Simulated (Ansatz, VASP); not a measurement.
## InP: VASP beside Ansatz

INCAR

```
PREC = Accurate
ENCUT = 520
EDIFF = 1E-7
ISMEAR = -1
SIGMA = 0.05
LREAL = False
LASPH = True
NELM = 100
ALGO = Normal
ISIF = 2
LWAVE = False
LCHARG = True
GGA = PS
LELF = True
LVHAR = True
NBANDS = 16
```

Contents of KPOINTS:

```
Automatic mesh
0
Gamma
  7 7 7
```

POSCAR

```
InP
1.0
    0.0000000000      2.9598050000      2.9305000000
    2.9598050000      0.0000000000      2.9305000000
    2.9598050000      2.9598050000      0.0000000000
In P
1 1
Direct
    0.0000000000      0.0000000000      0.0000000000
    0.7500000000      0.7500000000      0.7500000000
```

Contents of input.yaml:

```yaml
crystal:
  lattice:
    - [0.0, 2.959805, 2.9305]
    - [2.959805, 0.0, 2.9305]
    - [2.959805, 2.959805, 0.0]
  atoms:
    - { symbol: In, position: [0.0, 0.0, 0.0] }
    - { symbol: P, position: [0.75, 0.75, 0.75] }
hamiltonian:
  xc: pbesol
  pseudopotentials: { kind: paw }
kpoints:
  mp_grid: { grid: [7, 7, 7] }
  band_path:
    path:
      - [[0.0, 0.0, 0.0], [0.0, 0.5, 0.5], [0.255025, 0.5, 0.755025], [0.3775125, 0.3775125, 0.755025], [0.0, 0.0, 0.0], [-0.5, -0.5, 0.0], [-0.3775125, -0.3775125, 0.244975], [0.0, 0.0, 0.5], [-0.25, 0.25, 0.5], [-0.5, -0.255025, 0.244975], [-0.5, -0.5, 0.0]]
      - [[0.0, 0.5, 0.5], [-0.25, 0.25, 0.5]]
    npoints: 14
scf:
  occupations: { method: fermi_dirac, width: 0.05 }
  n_extra_bands: 6
output:
  forces: true
  stress: true
  eigenvalues: true
  fatbands: true
```

Alike in both runs: functional PBEsol; k mesh 7 × 7 × 7; occupations fermi-dirac, width 0.05 eV; no spin polarisation.

|  | VASP | Ansatz |
| --- | --- | --- |
| version | VASP 6.6.1 | Ansatz 0.2.0 |
| potentials or method | VASP PAW PBE potentials, release 64 (In_d, P) | Ansatz PAW |
| plane-wave cutoff (eV) | 520 | 420 |
| valence electrons in the cell | 18 | 18 |
| task | single point | band structure |

|  | VASP | Ansatz | Ansatz less VASP |
| --- | --- | --- | --- |
| gap on the k mesh at the Fermi level (eV) | 0.48 | 0.48 | +0.002 |
| least direct gap on the mesh (eV) | 0.48 | 0.48 | +0.002 |
| pressure (GPa) | -0.7 | -0.7 | +0.02 |
| traceless stress, the component that is largest in VASP (GPa) | 0.28 | 0.28 | 0.000 |

VASP's potentials were made for PBE, not for PBEsol. With one functional, cell and mesh, what is left measures potentials, basis and numerics.
